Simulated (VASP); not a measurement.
# HfO2 (R-3m) in VASP: a series of runs

HfO2 is run at these levels: PBEsol; tasks: single point.

Everything below comes from runs of VASP 6.6.1. Logs are shortened: lines on timing, memory, paths and dates and some standing lists are left out, and cuts for length are marked.

### Step 1. The cell of the first run

The structure is trigonal, space group R-3m (No. 166). The conventional cell has a = 3.563 Å, b = 3.563 Å, c = 9.457 Å, α = 90.00°, β = 90.00°, γ = 120.00°. Within 2.9 Å of Hf (site symmetry -3m) lie 8 O at 2.20 to 2.36 Å. O (site symmetry 3m) has 4 Hf at 2.20 to 2.36 Å and 6 O at 2.59 Å within 2.9 Å.

### Step 2. Single point, PBEsol

INCAR reads:

```
PREC = Accurate ; ENCUT = 520
EDIFF = 1E-7 ; ISMEAR = 0
SIGMA = 0.05 ; LREAL = False
LASPH = True ; NELM = 80
ALGO = Normal ; ISIF = 2
LWAVE = False ; LCHARG = True
GGA = PS ; LELF = True
LVHAR = True ; NBANDS = 18
```

KPOINTS reads:

```
regular mesh
0
Gamma
  8 8 8
```

POSCAR reads:

```
HfO2
1.0
    0.1405728518      2.6597995866      2.6597995866
    2.6597995866      0.1405728518      2.6597995866
    2.6597995866      2.6597995866      0.1405728518
Hf O
1 2
Direct
    0.0000000000      0.0000000000      0.0000000000
    0.2500000000      0.2500000000      0.2500000000
    0.7500000000      0.7500000000      0.7500000000
```

Potentials or basis: VASP PAW PBE potentials, release 64 (Hf_pv, O).

Started as:

```sh
> cat potpaw_PBE.64/Hf_pv/POTCAR potpaw_PBE.64/O/POTCAR > POTCAR
> mpirun -np 1 vasp_std > vasp.out
```

OUTCAR:

```text
PREC = Accurate
   ENCUT = 520
   EDIFF = 1E-7
   ISMEAR = 0
   LREAL = False
   LASPH = True
   NELM = 80
   ISIF = 2
   GGA = PS

 ion  position               nearest neighbor table
   1  0.000  0.000  0.000-   3 2.20   3 2.20   3 2.20   2 2.20   2 2.20   2 2.20   3 2.36   2 2.36

   2  0.250  0.250  0.250-   1 2.20   1 2.20   1 2.20   1 2.36
   3  0.750  0.750  0.750-   1 2.20   1 2.20   1 2.20   1 2.36

  LATTYP: Found a trigonal (rhomboedric) cell.
 ALAT       =     3.7641504232
 COS(alpha) =     0.5520798786

  Lattice vectors:

 A1 = (   0.1405728518,   2.6597995866,   2.6597995866)
 A2 = (   2.6597995866,   0.1405728518,   2.6597995866)
 A3 = (   2.6597995866,   2.6597995866,   0.1405728518)

Analysis of symmetry for initial positions (statically):
=====================================================================
 Subroutine PRICEL returns:
 Original cell was already a primitive cell.

 Routine SETGRP: Setting up the symmetry group for a
 trigonal (rhombohedral) supercell.

 Subroutine GETGRP returns: Found 12 space group operations
 (whereof 12 operations were pure point group operations)
 out of a pool of 12 trial point group operations.

The static configuration has the point symmetry D_3d.

Analysis of symmetry for dynamics (positions and initial velocities):
=====================================================================
 Subroutine PRICEL returns:
 Original cell was already a primitive cell.

 Routine SETGRP: Setting up the symmetry group for a
 trigonal (rhombohedral) supercell.

 Subroutine GETGRP returns: Found 12 space group operations
 (whereof 12 operations were pure point group operations)
 out of a pool of 12 trial point group operations.

The dynamic configuration has the point symmetry D_3d.

 Subroutine INISYM returns: Found 12 space group operations
 (whereof 12 operations are pure point group operations),
 and found     1 'primitive' translations

----------------------------------------------------------------------------------------

                                     Primitive cell

  volume of cell :      34.6530

  direct lattice vectors                    reciprocal lattice vectors
     0.140572852  2.659799587  2.659799587    -0.203583329  0.193363871  0.193363871
     2.659799587  0.140572852  2.659799587     0.193363871 -0.203583329  0.193363871
     2.659799587  2.659799587  0.140572852     0.193363871  0.193363871 -0.203583329

  length of vectors
     3.764150423  3.764150423  3.764150423     0.340918385  0.340918385  0.340918385

  position of ions in fractional coordinates (direct lattice)
     0.000000000  0.000000000  0.000000000
     0.250000000  0.250000000  0.250000000
     0.750000000  0.750000000  0.750000000

  ion indices of the primitive-cell ions
   primitive index   ion index
                 1           1
                 2           2
                 3           3

----------------------------------------------------------------------------------------

 KPOINTS: regular mesh

Automatic generation of k-mesh.
 Grid dimensions read from file:
 generate k-points for:    8    8    8

 Generating k-lattice:

  Cartesian coordinates                     Fractional coordinates (reciprocal lattice)
    -0.025447916  0.024170484  0.024170484     0.125000000  0.000000000  0.000000000
     0.024170484 -0.025447916  0.024170484     0.000000000  0.125000000  0.000000000
     0.024170484  0.024170484 -0.025447916     0.000000000  0.000000000  0.125000000

  Length of vectors
     0.042614798  0.042614798  0.042614798

  Shift w.r.t. Gamma in fractional coordinates (k-lattice)
     0.000000000  0.000000000  0.000000000

 Subroutine IBZKPT returns following result:
 ===========================================

 Found     65 irreducible k-points:

 Following reciprocal coordinates:
            Coordinates               Weight
  0.000000  0.000000  0.000000      1.000000
  0.125000  0.000000 -0.000000      6.000000
  0.250000  0.000000 -0.000000      6.000000
  0.375000 -0.000000 -0.000000      6.000000
  0.500000  0.000000 -0.000000      3.000000
  0.125000  0.125000 -0.000000      6.000000
[... 16 lines left out ...]
  0.250000  0.125000  0.125000      6.000000
  0.375000  0.125000  0.125000      6.000000
 [... further k-points ...]
   k-points           NKPTS =     65   k-points in BZ     NKDIM =     65   number of bands    NBANDS=     18
   number of dos      NEDOS =    301   number of ions     NIONS =      3
   total plane-waves  NPLWV =  21952
   dimension x,y,z NGX =    28 NGY =   28 NGZ =   28
   dimension x,y,z NGXF=    56 NGYF=   56 NGZF=   56
   ions per type =               1   2
   NGX,Y,Z   is equivalent  to a cutoff of  12.37, 12.37, 12.37 a.u.
   NGXF,Y,Z  is equivalent  to a cutoff of  24.73, 24.73, 24.73 a.u.
 SYSTEM =  unknown system
   PREC   = accura    normal or accurate (medium, high low for compatibility)
   ISTART =      0    job   : 0-new  1-cont  2-samecut
   ICHARG =      2    charge: 1-file 2-atom 10-const
   ISPIN  =      1    spin polarized calculation?
   LNONCOLLINEAR =      F non collinear calculations
   LSORBIT =      F    spin-orbit coupling
   LASPH  =      T    aspherical Exc in radial PAW
   ENCUT  =  520.0 eV  38.22 Ry    6.18 a.u.   7.00  7.00  7.00*2*pi/ulx,y,z
   NELM   =     80;   NELMIN=  2; NELMDL= -5     # of ELM steps
   EDIFF  = 0.1E-06   stopping-criterion for ELM
   LREAL  =      F    real-space projection
   EDIFFG = 0.1E-05   stopping-criterion for IOM
   NSW    =      0    number of steps for IOM
   IBRION =     -1    ionic relax: 0-MD 1-quasi-New 2-CG
   NFREE  =      0    steps in history (QN), initial steepest desc. (CG)
   ISIF   =      2    stress and relaxation
   ISYM   =      2    0-nonsym 1-usesym 2-fastsym
   POTIM  = 0.5000    time-step for ionic-motion
   TEBEG  =    0.0;   TEEND  =   0.0 temperature during run
   PSTRESS=    0.0 pullay stress
   NELECT =      22.0000    total number of electrons
   NUPDOWN=      -1.0000    fix difference up-down
   EMIN   =  10.00;   EMAX   =-10.00  energy-range for DOS
   EFERMI =   0.00;   METHOD = LEGACY
   ISMEAR =     0;   SIGMA  =   0.05  broadening in eV -4-tet -1-fermi 0-gaus
   EFERMI_NEDOS =   21; number of points for ismear=-14 and -15
   IALGO  =     38    algorithm
   IMIX   =      4    mixing-type and parameters
     AMIX     =   0.40;   BMIX     =  1.00
     AMIX_MAG =   1.60;   BMIX_MAG =  1.00
  volume/ion in A,a.u.               =      11.55        77.95
  Fermi-wavevector in a.u.,A,eV,Ry     =   1.407026  2.658894 26.935754  1.979722
  Thomas-Fermi vector in A             =   2.529327
   LORBIT       =      0    0 simple, 1 ext, 2 COOP (PROOUT), +10 PAW based schemes
   GGA     = PS    functional components
   LHFCALC =     F    Hartree Fock is set to
   AEXX    =    0.0000 exact exchange contribution
   IVDW    =     0    specifies the selected vdW correction
   LEPSILON=     F    determine dielectric tensor
   LRPA    =     F    only Hartree local field effects (RPA)
 non-spin polarized calculation
 Gauss-broadening in eV      SIGMA  =   0.05
  energy-cutoff  :      520.00
  volume of cell :       34.65
 maximum number of plane-waves:       966
   NGX = 13   NGY = 13   NGZ = 13

 number of electron      21.9999989 magnetization

 Free energy of the ion-electron system (eV)
  ---------------------------------------------------
  ext. energy  EPLUGINS =         0.00000000
  ---------------------------------------------------
  free energy    TOTEN  =       -31.38937210 eV

  energy without entropy =      -31.38937210  energy(sigma->0) =      -31.38937210

 E-fermi :   3.7797     XC(G=0): -11.7745

 val. band max:        3.5704352872   @ k =   0.5000   0.5000  -0.0000
 cond. band min:       7.1405645076   @ k =   0.5000   0.5000  -0.0000
 fundamental gap:      3.5701292204
 Fermi energy:         3.7797093681

 k-point     1 :       0.0000    0.0000    0.0000
  band No.  band energies     occupation
      1     -26.3346      2.00000
      2     -26.2653      2.00000
      3     -26.2653      2.00000
      4     -14.7162      2.00000
      5     -11.9201      2.00000
      6      -1.5323      2.00000
[... 10 lines left out ...]
     17      13.5327      0.00000
     18      15.9015      0.00000

 k-point     2 :       0.1250    0.0000   -0.0000
  band No.  band energies     occupation
      1     -26.3430      2.00000
      2     -26.3180      2.00000
      3     -26.2736      2.00000
      4     -14.5189      2.00000
      5     -12.0821      2.00000
      6      -1.3680      2.00000
[... 10 lines left out ...]
     17      13.3173      0.00000
     18      16.3958      0.00000

 k-point     3 :       0.2500    0.0000   -0.0000
  band No.  band energies     occupation
      1     -26.4618      2.00000
      2     -26.3422      2.00000
      3     -26.2937      2.00000
      4     -14.0491      2.00000
      5     -12.4124      2.00000
      6      -0.9886      2.00000
[... 10 lines left out ...]
     17      12.9088      0.00000
     18      15.7152      0.00000

 k-point     4 :       0.3750   -0.0000   -0.0000
  band No.  band energies     occupation
      1     -26.5907      2.00000
      2     -26.3502      2.00000
      3     -26.3136      2.00000
      4     -13.6481      2.00000
      5     -12.6019      2.00000
      6      -0.6064      2.00000
[... 375 lines left out ...]
      4     -14.5696      2.00000
      5     -12.0424      2.00000
      6      -1.2790      2.00000
[... 10 lines left out ...]
     17      13.3154      0.00000
     18      15.7495      0.00000

 k-point    23 :       0.2500    0.1250    0.1250
  band No.  band energies     occupation
      1     -26.4052      2.00000
      2     -26.3207      2.00000
      3     -26.2760      2.00000
      4     -14.2999      2.00000
      5     -12.2449      2.00000
      6      -1.2815      2.00000
[... 10 lines left out ...]
     17      13.2397      0.00000
     18      15.9548      0.00000

 k-point    24 :       0.3750    0.1250    0.1250
  band No.  band energies     occupation
      1     -26.4874      2.00000
      2     -26.3800      2.00000
      3     -26.2960      2.00000
      4     -13.8342      2.00000
      5     -12.5294      2.00000
      6      -1.1175      2.00000
[... 10 lines left out ...]
     17      12.8839      0.00000
     18      15.7869      0.00000

 [... further k-points ...]
[... 5 lines left out ...]
  --------------------------------------------------------------------------------------
  -------------------------------------------------------------------------------------
  Total       -4.0923221     -4.0923221     -4.0923221     -0.4758018     -0.4758018     -0.4758018
  in kB     -189.2080250   -189.2080250   -189.2080250    -21.9986392    -21.9986392    -21.9986392
  external PRESSURE =    -189.2080250 kB  Pullay stress =       0.0000000 kB

 VOLUME and BASIS-vectors are now :
 -----------------------------------------------------------------------------
  energy-cutoff  :      520.00
  volume of cell :       34.65
      direct lattice vectors                 reciprocal lattice vectors
     0.140572852  2.659799587  2.659799587    -0.203583329  0.193363871  0.193363871
     2.659799587  0.140572852  2.659799587     0.193363871 -0.203583329  0.193363871
     2.659799587  2.659799587  0.140572852     0.193363871  0.193363871 -0.203583329

 POSITION                                       TOTAL-FORCE (eV/Angst)
 -----------------------------------------------------------------------------------
      0.00000      0.00000      0.00000         0.000000      0.000000      0.000000
      1.36504      1.36504      1.36504        -0.089128     -0.089128     -0.089128
      4.09513      4.09513      4.09513         0.089128      0.089128      0.089128
 -----------------------------------------------------------------------------------
    total drift:                                0.000000      0.000000      0.000000

  FREE ENERGIE OF THE ION-ELECTRON SYSTEM (eV)
  ---------------------------------------------------
  free  energy   TOTEN  =       -31.3893720962 eV

  energy  without entropy=      -31.3893720962  energy(sigma->0) =      -31.38937210
```

Wall time 18 s (1 thread of Intel Xeon 6975P-C (Granite Rapids), shared host); peak memory 0.18 GiB.

Results:

- Free energy: -31.3894 eV
- Pressure: -18.9 GPa
- Largest force: 0.154 eV/Å
- Band gap on the k mesh: 3.57 eV, direct

Forces in eV/Å, atoms in the order of the input:
```
Hf   0.000  0.000  0.000
O   -0.089 -0.089 -0.089
O    0.089  0.089  0.089
```

Stress tensor (GPa, compression positive):
```
-18.92  -2.20  -2.20
 -2.20 -18.92  -2.20
 -2.20  -2.20 -18.92
```

Levels at points of the mesh, in eV from the valence-band top:
| k point | band 7 | band 8 | band 9 | band 10 | band 11 | band 12 | band 13 | band 14 | band 15 | band 16 |
| --- | --- | --- | --- | --- | --- | --- | --- | --- | --- | --- |
| (0.00, 0.00, 0.00) | -4.96 | -4.96 | -0.61 | -0.61 | -0.45 | 3.70 | 3.70 | 5.17 | 9.20 | 9.96 |
| (0.50, 0.00, 0.00) | -3.96 | -3.10 | -2.59 | -1.84 | -1.69 | 4.23 | 4.63 | 6.60 | 8.23 | 8.71 |
| (0.50, 0.50, 0.00) | -3.48 | -3.13 | -1.78 | -1.11 | 0.00 | 3.57 | 5.21 | 5.77 | 7.50 | 8.16 |
| (0.50, 0.50, 0.50) | -4.14 | -2.71 | -2.70 | -1.65 | -1.65 | 4.22 | 4.22 | 5.72 | 8.72 | 9.14 |

Caveat: the PAW data sets were made with another functional, which shifts forces and pressure a little; spin-orbit coupling is left out, which moves the levels of the heavy elements.

### Step 3. Single point, PBEsol

This run uses another cell than the first one, of the same volume but with other edges.

INCAR reads:

```
ALGO     = Normal         # electronic algorithm
EDIFF    = 1E-6           # SCF threshold, eV
ENCUT    = 520            # plane-wave cutoff, eV
GGA      = PS             # functional
ISIF     = 2              # what is computed and relaxed
ISMEAR   = 0              # smearing method
LASPH    = T              # aspherical terms in the spheres
LCHARG   = F              # write CHGCAR
LREAL    = F              # projectors in reciprocal space
LWAVE    = F              # write WAVECAR
NBANDS   = 18             # bands
NELM     = 80             # most SCF steps
PREC     = Accurate       # precision mode
SIGMA    = 0.05           # smearing width, eV
```

KPOINTS reads:

```
k-points
0
Gamma
  8 8 8
```

POSCAR reads:

```
HfO2
1.0
   -0.1367919247      2.5210822603      2.5210822603
    2.5210822603     -0.1367919247      2.5210822603
    2.5210822603      2.5210822603     -0.1367919247
Hf O
1 2
Direct
    0.0000000000      0.0000000000      0.0000000000
    0.2500000000      0.2500000000      0.2500000000
    0.7500000000      0.7500000000      0.7500000000
```

Potentials or basis: VASP PAW PBE potentials, release 64 (Hf_pv, O).

Started as:

```sh
> cat potpaw_PBE.64/Hf_pv/POTCAR potpaw_PBE.64/O/POTCAR > POTCAR
> mpirun -np 1 vasp_std > vasp.out
```

Wall time 16 s (1 thread of Intel Xeon 6975P-C (Granite Rapids), shared host); peak memory 0.18 GiB.

It converged, with:

```yaml
Free_energy: -31.3656 eV
Pressure: -18.6 GPa
Largest_force: 0.527 eV/Å
Band_gap_on_the_k_mesh: 3.58 eV, direct
```

Forces in eV/Å, atoms in the order of the input:
```
Hf   0.000  0.000  0.000
O    0.304  0.304  0.304
O   -0.304 -0.304 -0.304
```

Stress tensor (GPa, compression positive):
```
-18.57   4.28   4.28
  4.28 -18.57   4.28
  4.28   4.28 -18.57
```

Levels at points of the mesh, in eV from the valence-band top:
```csv
k point,band 9,band 10,band 11,band 12,band 13,band 14
"(0.00, 0.00, 0.00)",-0.61,-0.54,-0.54,3.70,3.70,5.16
"(0.50, 0.00, 0.00)",-2.67,-1.82,-1.58,4.09,4.56,6.19
"(0.50, 0.50, 0.00)",-1.77,-1.14,0.00,3.58,5.22,5.90
"(0.50, 0.50, 0.50)",-2.46,-1.87,-1.87,4.55,4.55,7.03
```

Caveat: the PAW data sets were made with another functional, which shifts forces and pressure a little; spin-orbit coupling is left out, which moves the levels of the heavy elements.

[end of part 1 of 2]
